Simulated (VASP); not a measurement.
## ZrTa3: relaxation of cell and atoms with PBE

ZrTa3:

```
Zr Ta
1.0
    -1.95302    1.95302    4.36259
     1.95302   -1.95302    4.36259
     1.95302    1.95302   -4.36259
Zr Ta
1 3
Direct
  0.00000 0.00000 0.00000
  0.50000 0.50000 0.00000
  0.25000 0.75000 0.50000
  0.75000 0.25000 0.50000
```

| Item | Value |
| --- | --- |
| Program | VASP 6.6.1 |
| Task | relaxation of cell and atoms |
| Functional | PBE |
| Potentials or basis | VASP PAW PBE potentials, release 64 (Zr_sv, Ta_pv) |
| Cutoff | 600 eV |
| k mesh | 6 × 6 × 6 |
| Occupations | gaussian, width 0.1 eV |
| Spin | no spin polarisation |
| Dipole correction | no |
| Further INCAR settings | ALGO = Normal; EDIFF = 1e-06; IBRION = 2; EDIFFG = -0.04; NSW = 90; ISIF = 3 |

```yaml
Relaxed_volume: 19.51 Å³/atom
Relaxed_cell: a = 5.585 Å, b = 5.585 Å, c = 5.585 Å, α = 137.70°, β = 137.70°, γ = 61.36°
Space_group_after_relaxing_to_0.1_Å: I4/mmm (No. 139)
Pressure_after_relaxing: 0.0 GPa
Band_gap_on_the_k_mesh: zero (an odd number of electrons rules out a gap without spin polarisation)
```

Final structure:
```cif
data_structure
_symmetry_space_group_name_H-M 'P 1'
_symmetry_Int_Tables_number 1
_cell_length_a 5.5854
_cell_length_b 5.5854
_cell_length_c 5.5854
_cell_angle_alpha 137.703
_cell_angle_beta 137.703
_cell_angle_gamma 61.358
_cell_volume 78.03
loop_
_atom_site_label
_atom_site_type_symbol
_atom_site_fract_x
_atom_site_fract_y
_atom_site_fract_z
_atom_site_occupancy
Zr1 Zr 0.00000 0.00000 0.00000 1
Ta1 Ta 0.50000 0.50000 0.00000 1
Ta2 Ta 0.25000 0.75000 0.50000 1
Ta3 Ta 0.75000 0.25000 0.50000 1
```

Levels at points of the mesh, in eV from the Fermi level:
| k point | band 20 | band 21 | band 22 | band 23 | band 24 | band 25 | band 26 | band 27 |
| --- | --- | --- | --- | --- | --- | --- | --- | --- |
| (0.00, 0.00, 0.00) | -0.76 | -0.64 | -0.64 | -0.59 | 1.36 | 1.60 | 1.76 | 1.76 |
| (0.50, 0.00, 0.00) | -0.94 | -0.65 | -0.18 | -0.17 | 0.48 | 0.87 | 1.93 | 2.05 |
| (0.50, 0.50, 0.00) | -0.64 | -0.56 | -0.48 | -0.28 | 0.96 | 1.31 | 1.66 | 1.67 |
| (0.50, 0.50, 0.50) | -1.96 | -1.64 | -0.25 | 0.00 | 3.23 | 3.23 | 3.58 | 3.58 |

Wall time 19 min on 1 thread of Intel Xeon 8259CL, on a shared host, peak memory 0.31 GiB.

Caveat: the volume moved by over 15 % at a fixed basis, so the end points are rough; spin-orbit coupling is left out, which moves the levels of the heavy elements.
